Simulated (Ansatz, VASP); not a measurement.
**One calculation of Pd3Pt, two programs**

```
CELL_PARAMETERS angstrom
0.00000 3.06789 3.06789
3.06789 0.00000 3.06789
3.06789 3.06789 0.00000
ATOMIC_POSITIONS crystal
Pd 0.25000 0.25000 0.25000
Pd 0.75000 0.75000 0.75000
Pd 0.50000 0.50000 0.50000
Pt 0.00000 0.00000 0.00000
```

Change from the starting cell: species swapped into the TaW3 type (Fm-3m, No. 225).

Alike in both runs: task relaxation of cell and atoms; functional PBE; k mesh 6 × 6 × 6; occupations gaussian, width 0.1 eV; no spin polarisation.

```csv
,VASP,Ansatz
version,VASP 6.6.1,Ansatz 0.2.0
potentials or method,"VASP PAW PBE potentials, release 64 (Pd, Pt), cutoff 600 eV","scalar-relativistic, plane waves, PAW"
valence electrons in the cell,40,72
```

VASP gave:

```
gap on the k mesh at the Fermi level, each at its own relaxed structure (eV) : none
relaxed volume (Å³/atom)                                                     : 15.49
relaxed length of the cell vector where the two differ most in proportion (Å)              : 4.441
```

**Question.** Estimate Ansatz's values.

**Answer.** gap on the k mesh at the Fermi level, each at its own relaxed structure (eV): none; relaxed volume (Å³/atom): 15.52; relaxed length of the cell vector where the two differ most in proportion (Å): 4.444.

A gap of «none» marks a metal or a gap that the smearing closes. VASP's potentials hold 40 valence electrons a cell and Ansatz's 72, so a difference there can come from the potentials and not from the codes.

Neither program's run includes spin-orbit coupling.
